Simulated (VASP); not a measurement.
# Sn8O16F (a cell with a defect) in VASP: further runs

The runs below take Sn8O16F (a cell with a defect) through single point, with PBE.

All numbers are computed with VASP 6.6.1; they aren't measurements. Logs are shortened: lines on timing, memory, paths and dates and some standing lists are left out, and cuts for length are marked.

## Step 1: The cell of the first run

The cell holds a defect, 25 atoms: a = 6.827 Å, b = 6.827 Å, c = 6.476 Å, α = 90.00°, β = 90.00°, γ = 90.00°.

## Step 2: Single point, PBE, collinear spin

The input, INCAR:

```
SYSTEM = Sn8O16F
ALGO = Normal
EDIFF = 1E-7
ENCUT = 520
GGA = PE
ISIF = 2
ISMEAR = -1
ISPIN = 2
LASPH = .TRUE.
LCHARG = .FALSE.
LORBIT = 11
LREAL = Auto
LUSENCCL = .FALSE.
LWAVE = .FALSE.
MAGMOM = 0 0 0 0 0 0 0 0 0 0.38 0.02 0 0.3 0 0.03 0 0.01 0 0 0.02 0 0.04 0 0 0.26
NBANDS = 130
NELM = 150
NUPDOWN = 1.0
PREC = Accurate
SIGMA = 0.01
```

The input, KPOINTS:

```
Automatic mesh
0
Gamma
  2 2 2
  0.5 0.5 0.5
```

The input, POSCAR:

```
Sn8O16F
1.0
    4.8274600300      4.8274600300      0.0000000000
   -4.8274600300      4.8274600300      0.0000000000
    0.0000000000      0.0000000000      6.4759066800
Sn O F
8 16 1
Direct
   -0.0032844300      0.5032240200      0.2428571600
    0.4927294800     -0.0013886300      0.2430660700
   -0.0128225900     -0.0032348200     -0.0055144600
    0.5005996800      0.5003465600      0.0005152700
    0.0042512700      0.5055799900      0.7440886200
    0.4890972500     -0.0007326400      0.7410044200
   -0.0113866300      0.0066997200      0.4945369100
    0.5041862100      0.5058578300      0.5036417900
   -0.0129686300      0.8105685100      0.2485160600
    0.5714301600      0.3168419400      0.2660426500
   -0.0316245400      0.1954707700      0.2434192500
    0.4985868800      0.6933508800      0.2500891300
    0.2912264400     -0.0654286700     -0.0217258700
    0.8073803700      0.5099616200     -0.0094868800
    0.1915580500      0.5358473400     -0.0067015800
    0.6793514100      0.0020803600     -0.0075426900
   -0.0163686500      0.8113152000      0.7381873400
    0.4951976000      0.3065059400      0.7504320500
    0.0001179600      0.1970011300      0.7498390800
    0.5035598900      0.6925580000      0.7473453900
    0.2974196300      0.0055427700      0.4898708500
    0.8120704200      0.5075612700      0.4992710000
    0.1967792900      0.4944591700      0.4897863000
    0.6825282700     -0.0064859200      0.4965776700
    0.3114354300      0.2238898100      0.1174364000
```

Potentials or basis: VASP PAW PBE potentials, release 64 (Sn_d, O, F).

The run is started by

```
> cat potpaw_PBE.64/Sn_d/POTCAR potpaw_PBE.64/O/POTCAR potpaw_PBE.64/F/POTCAR > POTCAR
> mpirun -np 1 vasp_std > vasp.out
```

OUTCAR:

```text
SYSTEM = Sn8O16F
   EDIFF = 1E-7
   ENCUT = 520
   GGA = PE
   ISIF = 2
   ISMEAR = -1
   ISPIN = 2
   LASPH = .TRUE.
   LORBIT = 11
   LREAL = Auto
   NELM = 150
   NUPDOWN = 1.0
   PREC = Accurate

 ion  position               nearest neighbor table
   1  0.997  0.503  0.243-  14 2.08  22 2.09   9 2.10  23 2.10  15 2.10  11 2.11   5 3.23   5 3.25
                             4 3.73   3 3.73
   2  0.493  0.999  0.243-  16 2.06  21 2.08  12 2.08  24 2.09  25 2.14  13 2.24  10 2.24   6 3.22
                             6 3.25   3 3.74   4 3.75   7 3.76
   3  0.987  0.997  0.994-   9 2.08  17 2.09  19 2.09  16 2.10  11 2.11  13 2.12  25 2.82   7 3.24
                             7 3.24   5 3.73   1 3.73   2 3.74
   4  0.501  0.500  0.001-  12 2.09  18 2.09  14 2.10  20 2.10  15 2.12  10 2.18  25 2.41   8 3.22
                             8 3.26   1 3.73   2 3.75
   5  0.004  0.506  0.744-  22 2.06  15 2.07  14 2.09  17 2.09  19 2.11  23 2.11   1 3.23   1 3.25
                             3 3.73   8 3.75   8 3.75
   6  0.489  0.999  0.741-  24 2.06  16 2.08  21 2.09  13 2.09  20 2.10  18 2.10   2 3.22   2 3.25
                             8 3.70
   7  0.989  0.007  0.495-  17 2.07  11 2.08   9 2.08  24 2.09  19 2.10  21 2.11   3 3.24   3 3.24
                             2 3.76
   8  0.504  0.506  0.504-  20 2.03  10 2.06  12 2.08  18 2.10  23 2.10  22 2.10   4 3.22   4 3.26
                             6 3.70   5 3.75   5 3.75
   9  0.987  0.811  0.249-   3 2.08   7 2.08   1 2.10
  10  0.571  0.317  0.266-   8 2.06   4 2.18   2 2.24
  11  0.968  0.195  0.243-   7 2.08   1 2.11   3 2.11
  12  0.499  0.693  0.250-   8 2.08   2 2.08   4 2.09
  13  0.291  0.935  0.978-   6 2.09   3 2.12   2 2.24
  14  0.807  0.510  0.991-   1 2.08   5 2.09   4 2.10
[... 9 lines left out ...]
  24  0.683  0.994  0.497-   6 2.06   7 2.09   2 2.09
  25  0.311  0.224  0.117-   2 2.14   4 2.41   3 2.82

  LATTYP: Found a simple tetragonal cell.
 ALAT       =     6.8270594462
 C/A-ratio  =     0.9485645659

  Lattice vectors:

 A1 = (   4.8274600300,   4.8274600300,   0.0000000000)
 A2 = (  -4.8274600300,   4.8274600300,   0.0000000000)
 A3 = (   0.0000000000,   0.0000000000,   6.4759066800)

Analysis of symmetry for initial positions (statically):
=====================================================================
 Subroutine PRICEL returns:
 Original cell was already a primitive cell.

 Routine SETGRP: Setting up the symmetry group for a
 simple tetragonal supercell.

 Subroutine GETGRP returns: Found  1 space group operations
 (whereof  1 operations were pure point group operations)
 out of a pool of 16 trial point group operations.

The static configuration has the point symmetry C_1 .

Analysis of symmetry for dynamics (positions and initial velocities):
=====================================================================
 Subroutine PRICEL returns:
 Original cell was already a primitive cell.

 Routine SETGRP: Setting up the symmetry group for a
 simple tetragonal supercell.

 Subroutine GETGRP returns: Found  1 space group operations
 (whereof  1 operations were pure point group operations)
 out of a pool of 16 trial point group operations.

The dynamic configuration has the point symmetry C_1 .

Analysis of structural, dynamic, and magnetic symmetry:
=====================================================================
 Subroutine PRICEL returns:
 Original cell was already a primitive cell.

 Routine SETGRP: Setting up the symmetry group for a
 simple tetragonal supercell.

 Subroutine GETGRP returns: Found  1 space group operations
 (whereof  1 operations were pure point group operations)
 out of a pool of 16 trial point group operations.

The overall configuration has the point symmetry C_1 .

 Subroutine INISYM returns: Found  1 space group operations
 (whereof  1 operations are pure point group operations),
 and found     1 'primitive' translations

----------------------------------------------------------------------------------------

                                     Primitive cell

  volume of cell :     301.8339

  direct lattice vectors                    reciprocal lattice vectors
     4.827460030  4.827460030  0.000000000     0.103574136  0.103574136 -0.000000000
    -4.827460030  4.827460030  0.000000000    -0.103574136  0.103574136  0.000000000
     0.000000000  0.000000000  6.475906680     0.000000000 -0.000000000  0.154418532

  length of vectors
     6.827059446  6.827059446  6.475906680     0.146475947  0.146475947  0.154418532

  position of ions in fractional coordinates (direct lattice)
     0.996715570  0.503224020  0.242857160
     0.492729480  0.998611370  0.243066070
     0.987177410  0.996765180  0.994485540
     0.500599680  0.500346560  0.000515270
     0.004251270  0.505579990  0.744088620
     0.489097250  0.999267360  0.741004420
[... 17 lines left out ...]
     0.682528270  0.993514080  0.496577670
     0.311435430  0.223889810  0.117436400

[... 52 lines left out ...]
 Found      4 irreducible k-points:

 Following reciprocal coordinates:
            Coordinates               Weight
  0.250000  0.250000  0.250000      2.000000
 -0.250000  0.250000  0.250000      2.000000
 -0.250000 -0.250000  0.250000      2.000000
  0.250000 -0.250000  0.250000      2.000000
   k-points           NKPTS =      4   k-points in BZ     NKDIM =      4   number of bands    NBANDS=    130
   number of dos      NEDOS =    301   number of ions     NIONS =     25
   total plane-waves  NPLWV = 139968
   dimension x,y,z NGX =    54 NGY =   54 NGZ =   48
   dimension x,y,z NGXF=   108 NGYF=  108 NGZF=   96
   ions per type =               8  16   1
   NGX,Y,Z   is equivalent  to a cutoff of  13.15, 13.15, 12.32 a.u.
   NGXF,Y,Z  is equivalent  to a cutoff of  26.30, 26.30, 24.64 a.u.
 SYSTEM =  Sn8O16F
   PREC   = accura    normal or accurate (medium, high low for compatibility)
   ISTART =      0    job   : 0-new  1-cont  2-samecut
   ICHARG =      2    charge: 1-file 2-atom 10-const
   ISPIN  =      2    spin polarized calculation?
   LNONCOLLINEAR =      F non collinear calculations
   LSORBIT =      F    spin-orbit coupling
   LASPH  =      T    aspherical Exc in radial PAW
   ENCUT  =  520.0 eV  38.22 Ry    6.18 a.u.  12.69 12.69 12.04*2*pi/ulx,y,z
   NELM   =    150;   NELMIN=  2; NELMDL= -5     # of ELM steps
   EDIFF  = 0.1E-06   stopping-criterion for ELM
   LREAL  =      T    real-space projection
   EDIFFG = 0.1E-05   stopping-criterion for IOM
   NSW    =      0    number of steps for IOM
   IBRION =     -1    ionic relax: 0-MD 1-quasi-New 2-CG
   NFREE  =      0    steps in history (QN), initial steepest desc. (CG)
   ISIF   =      2    stress and relaxation
   ISYM   =      2    0-nonsym 1-usesym 2-fastsym
   POTIM  = 0.5000    time-step for ionic-motion
   TEBEG  =    0.0;   TEEND  =   0.0 temperature during run
   PSTRESS=    0.0 pullay stress
   NELECT =     215.0000    total number of electrons
   NUPDOWN=       1.0000    fix difference up-down
   EMIN   =  10.00;   EMAX   =-10.00  energy-range for DOS
   EFERMI =   0.00;   METHOD = LEGACY
   ISMEAR =    -1;   SIGMA  =   0.01  broadening in eV -4-tet -1-fermi 0-gaus
   EFERMI_NEDOS =   21; number of points for ismear=-14 and -15
   IALGO  =     38    algorithm
   IMIX   =      4    mixing-type and parameters
     AMIX     =   0.40;   BMIX     =  1.00
     AMIX_MAG =   1.60;   BMIX_MAG =  1.00
  volume/ion in A,a.u.               =      12.07        81.48
  Fermi-wavevector in a.u.,A,eV,Ry     =   1.462059  2.762892 29.084052  2.137618
  Thomas-Fermi vector in A             =   2.578317
   LORBIT       =     11    0 simple, 1 ext, 2 COOP (PROOUT), +10 PAW based schemes
   GGA     = PE    functional components
   LHFCALC =     F    Hartree Fock is set to
   AEXX    =    0.0000 exact exchange contribution
   IVDW    =     0    specifies the selected vdW correction
   LEPSILON=     F    determine dielectric tensor
   LRPA    =     F    only Hartree local field effects (RPA)
 spin polarized calculation
  energy-cutoff  :      520.00
  volume of cell :      301.83
 maximum number of plane-waves:      8114
 NGX is ok and might be reduce to    50
   NGX = 25   NGY = 25   NGZ = 25

 number of electron     214.9999958 magnetization       0.9999972

 Free energy of the ion-electron system (eV)
  ---------------------------------------------------
  ext. energy  EPLUGINS =         0.00000000
  ---------------------------------------------------
  free energy    TOTEN  =      -149.57686884 eV

  energy without entropy =     -149.57686884  energy(sigma->0) =     -149.57686884

 E-fermi :   5.8975     XC(G=0): -11.1602

 val. band max:        5.6365702044   @ k =  -0.2500   0.2500   0.2500
 cond. band min:       6.1607743064   @ k =  -0.2500   0.2500   0.2500
 fundamental gap:      0.5242041021
 Fermi energy:         5.7689139836

 spin component 1

 k-point     1 :       0.2500    0.2500    0.2500
  band No.  band energies     occupation
      1     -17.0328      1.00000
      2     -15.1862      1.00000
      3     -15.1539      1.00000
      4     -15.1319      1.00000
      5     -15.1019      1.00000
      6     -15.0787      1.00000
[... 477 lines left out ...]
    118      12.8925      0.00000
    119      13.2363      0.00000
 Fermi energy:         5.8974886398

 spin component 2

 k-point     1 :       0.2500    0.2500    0.2500
  band No.  band energies     occupation
      1     -16.6572      1.00000
      2     -15.1842      1.00000
      3     -15.1334      1.00000
      4     -15.1181      1.00000
      5     -15.0980      1.00000
      6     -15.0733      1.00000
[... 477 lines left out ...]
    118      12.9093      0.00000
    119      13.2643      0.00000
 [bands above 119 left out]

------------------------ aborting loop because EDIFF is reached ----------------------------------------

  FORCE on cell =-STRESS in cart. coord.  units (eV):
  Direction    XX          YY          ZZ          XY          YZ          ZX
  --------------------------------------------------------------------------------------
  -------------------------------------------------------------------------------------
  Total        5.7263490      7.2408513      6.7102167     -0.5513311      1.9558039     -0.0743356
  in kB       30.3962807     38.4354757     35.6187913     -2.9265447     10.3816871     -0.3945838
  external PRESSURE =      34.8168492 kB  Pullay stress =       0.0000000 kB

 VOLUME and BASIS-vectors are now :
 -----------------------------------------------------------------------------
  energy-cutoff  :      520.00
  volume of cell :      301.83
      direct lattice vectors                 reciprocal lattice vectors
     4.827460030  4.827460030  0.000000000     0.103574136  0.103574136 -0.000000000
    -4.827460030  4.827460030  0.000000000    -0.103574136  0.103574136  0.000000000
     0.000000000  0.000000000  6.475906680     0.000000000 -0.000000000  0.154418532

 POSITION                                       TOTAL-FORCE (eV/Angst)
 -----------------------------------------------------------------------------------
      2.38231      7.24090      1.57272         0.003502      0.005675     -0.004430
     -2.44212      7.19939      1.57407         0.049750      0.019531     -0.001210
     -0.04628      9.57740      6.44020         0.002095     -0.007787     -0.013569
      0.00122      4.83203      0.00334         0.005832     -0.008474      0.025742
     -2.42014      2.46119      4.81865        -0.037928      0.019618     -0.016662
     -2.46283      7.18502      4.79868        -0.015895      0.013478      0.021988
[... 17 lines left out ...]
     -1.50127      8.09103      3.21579        -0.004793      0.059499      0.003435
      0.42262      2.58426      0.76051        -0.017590     -0.013328     -0.017052
 -----------------------------------------------------------------------------------
    total drift:                                0.015987      0.020531     -0.017261

  FREE ENERGIE OF THE ION-ELECTRON SYSTEM (eV)
  ---------------------------------------------------
  free  energy   TOTEN  =      -149.5768688358 eV

  energy  without entropy=     -149.5768688358  energy(sigma->0) =     -149.57686884

 total charge

# of ion       s       p       d       tot
------------------------------------------
    1        0.883   1.012  10.317  12.213
    2        0.871   0.991  10.317  12.179
    3        0.885   1.011  10.316  12.212
    4        0.877   0.986  10.307  12.170
    5        0.884   1.038  10.334  12.256
    6        0.885   1.037  10.333  12.256
[... 17 lines left out ...]
   24        1.562   3.489   0.000   5.051
   25        1.762   4.303   0.000   6.066
--------------------------------------------------
tot         33.866  67.951  82.605 184.422

 magnetization (x)

# of ion       s       p       d       tot
------------------------------------------
    1       -0.000  -0.001  -0.000  -0.001
    2       -0.004  -0.003  -0.000  -0.007
    3       -0.001  -0.003  -0.000  -0.004
    4       -0.002  -0.004  -0.001  -0.007
    5       -0.000  -0.000   0.001   0.000
    6       -0.002  -0.003   0.000  -0.005
[... 17 lines left out ...]
   24       -0.000   0.002   0.000   0.002
   25        0.000   0.224   0.000   0.224
--------------------------------------------------
tot         -0.005   0.875   0.000   0.871
```

Run time: 2.1 min. Hardware: 1 × NVIDIA H100 80GB with 1 thread of AMD EPYC 7R13 (Zen 3), shared host; peak memory 1.6 GiB.

Results:

```yaml
Free_energy: -149.5769 eV
Pressure: 3.5 GPa
Largest_force: 0.064 eV/Å
Net_moment: 1.00 μB per cell
Site_moments: Sn -0.00, -0.01, +0.00 (each value once); O -0.00, +0.32, +0.02, +0.00, +0.25, +0.01, +0.04 (each value once); F +0.22 μB
Valence_electrons_inside_the_program's_atomic_spheres: Sn 12.21, 12.18, 12.17, 12.26, 12.25, 12.29 (each value once); O 5.05, 4.96, 5.03, 4.98, 5.04, 5.06 (each value once); F 6.07
```

Forces on the atoms (eV/Å):
```
Sn   0.004  0.006 -0.004
Sn   0.050  0.020 -0.001
Sn   0.002 -0.008 -0.014
Sn   0.006 -0.008  0.026
Sn  -0.038  0.020 -0.017
Sn  -0.016  0.013  0.022
Sn   0.025 -0.010  0.013
Sn   0.012 -0.026 -0.002
O    0.018 -0.022 -0.014
O    0.047 -0.030  0.005
O   -0.034  0.004 -0.026
O    0.001 -0.001 -0.017
O   -0.020  0.009 -0.017
O   -0.002 -0.041 -0.006
O    0.018  0.006  0.010
O    0.002  0.000 -0.012
O   -0.008 -0.009  0.016
O    0.003 -0.020 -0.017
O    0.007  0.014  0.007
O   -0.016  0.046  0.019
O   -0.010 -0.020 -0.007
O   -0.043 -0.024  0.041
O    0.016  0.035  0.010
O   -0.005  0.059  0.003
F   -0.018 -0.013 -0.017
```

Stress tensor (GPa, compression positive):
```
 3.04 -0.29 -0.04
-0.29  3.84  1.04
-0.04  1.04  3.56
```

Caveat: the k points lie up to 0.49 Å⁻¹ apart; spin-orbit coupling is left out, which moves the levels of the heavy elements; the total moment is fixed, so each spin has its own Fermi level and the state may be an excited one.

## Step 3: Single point, PBE

The input, INCAR:

```
SYSTEM = Sn8O16F
ALGO = Normal ; EDIFF = 1E-6
ENCUT = 520 ; GGA = PE
ISIF = 2 ; ISMEAR = -1
LASPH = .True. ; LCHARG = .False.
LREAL = Auto ; LWAVE = .False.
NBANDS = 126 ; NELECT = 216.0
NELM = 80 ; PREC = Accurate
SIGMA = 0.01
```

KPOINTS is that of step 2.

The input, POSCAR:

```
Sn8O16F
1.0
    4.8274600300      4.8274600300      0.0000000000
   -4.8274600300      4.8274600300      0.0000000000
    0.0000000000      0.0000000000      6.4759066800
Sn O F
8 16 1
Direct
    0.0110357400      0.4897748900      0.2418574700
    0.5024389000     -0.0017516700      0.2462928500
    0.0083786400      0.0111648900      0.0120963900
    0.4987797400      0.4979473500      0.0027043400
    0.0070348900      0.5098154000      0.7471427700
    0.4975173600     -0.0099791600      0.7496014400
   -0.0076724200      0.0013282400      0.5051804100
    0.5124012600      0.4932605100      0.5012129100
    0.0020714900      0.8073374700      0.2555022200
    0.5367570100      0.3052194900      0.2543385800
   -0.0775679700      0.1893448200      0.2722716100
    0.5082489700      0.6884923600      0.2544703000
    0.3149367500     -0.0555836000     -0.0056805100
    0.8121737200      0.5008462400     -0.0035815600
    0.1976410800      0.5660820800     -0.0136414300
    0.6952389000     -0.0057061600     -0.0042770900
   -0.0059871800      0.8166127200      0.7519694400
    0.4977025500      0.2998000000      0.7551236900
    0.0027000400      0.1997299700      0.7545572700
    0.5130844900      0.6834496200      0.7455019500
    0.3026908700      0.0047072900      0.4953745400
    0.8176022000      0.5105984400      0.5005072300
    0.2025702200      0.4929721900      0.4946630600
    0.6843588800     -0.0168577700      0.5053819300
    0.2152321700      0.2498063700      0.1131323600
```

Potentials or basis: VASP PAW PBE potentials, release 64 (Sn_d, O, F).

The run is started by

```
> cat potpaw_PBE.64/Sn_d/POTCAR potpaw_PBE.64/O/POTCAR potpaw_PBE.64/F/POTCAR > POTCAR
> mpirun -np 1 vasp_std > vasp.out
```

Wall time 3.1 min (1 thread of Intel Xeon Platinum 8488C (Sapphire Rapids), shared host); peak memory 0.4 GiB.

The run converged. Its results:

| Quantity | Value |
| --- | --- |
| Free energy | -143.5818 eV |
| Largest force | 0.078 eV/Å |

Forces in eV/Å, atoms in the order of the input:
```
Sn  -0.017  0.009  0.007
Sn   0.006  0.000  0.001
Sn   0.011 -0.039 -0.018
Sn  -0.011  0.031  0.013
Sn  -0.017 -0.014 -0.013
Sn   0.003 -0.008 -0.015
Sn   0.012 -0.010  0.012
Sn   0.002  0.009 -0.008
O    0.005 -0.028 -0.002
O    0.019 -0.016 -0.008
O   -0.034  0.010  0.000
O    0.002  0.013  0.009
O   -0.019 -0.023 -0.039
O   -0.025 -0.072 -0.016
O    0.020  0.001  0.035
O    0.039  0.029  0.002
O    0.000 -0.009  0.009
O    0.034 -0.028 -0.027
O   -0.004  0.033 -0.004
O   -0.001  0.024  0.026
O   -0.023 -0.009  0.000
O   -0.008  0.003  0.011
O   -0.004  0.019  0.008
O    0.008  0.050  0.003
F    0.004  0.026  0.016
```

Levels at points of the mesh, in eV from the Fermi level:
```tsv
k point	band 105	band 106	band 107	band 108	band 109	band 110	band 111	band 112
(0.25, 0.25, 0.25)	-0.90	-0.66	-0.46	-0.24	2.21	3.73	3.87	4.26
```

Caveat: the cell carries a net charge on a neutralising background, which shifts energy and pressure; the cell is charged against a uniform background, so pressure and absolute levels hang on convention; spin-orbit coupling is left out, which moves the levels of the heavy elements.
